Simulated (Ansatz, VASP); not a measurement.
# CdSe in VASP and in Ansatz

```
Cd Se
1.0
     0.02745    3.02901    3.05692
     3.04568    0.02051    3.06385
     3.04261    3.03288    0.02358
Cd Se
1 1
Direct
  0.99377 0.00728 0.02148
  0.75623 0.74272 0.72852
```

Change from the starting cell: all atoms moved at random, cell strained at random.

Alike in both runs: task single point; functional PBE; k mesh 10 × 10 × 10; occupations gaussian, width 0.05 eV; no spin polarisation.

```csv
,VASP,Ansatz
version,VASP 6.6.1,Ansatz 0.2.0
potentials or method,"VASP PAW PBE potentials, release 64 (Cd, Se), cutoff 520 eV","scalar-relativistic, plane waves, PAW"
valence electrons in the cell,18,36
```

VASP gave:

| Property | Result |
| --- | --- |
| gap on the k mesh at the Fermi level (eV) | 0.63 |
| least direct gap on the mesh (eV) | 0.63 |
| pressure (GPa) | 4.7 |
| traceless stress, the component that is largest in VASP (GPa) | -4.05 |
| rms of the force components (eV/Å) | 0.653 |

Q: Which values does Ansatz return?

A: gap on the k mesh at the Fermi level (eV): 0.63; least direct gap on the mesh (eV): 0.63; pressure (GPa): 4.3; traceless stress, the component that is largest in VASP (GPa): -3.90; rms of the force components (eV/Å): 0.634.

Atom by atom the forces differ by 0.019 eV/Å (rms over components). VASP's potentials hold 18 valence electrons a cell and Ansatz's 36, so a difference there can come from the potentials and not from the codes.
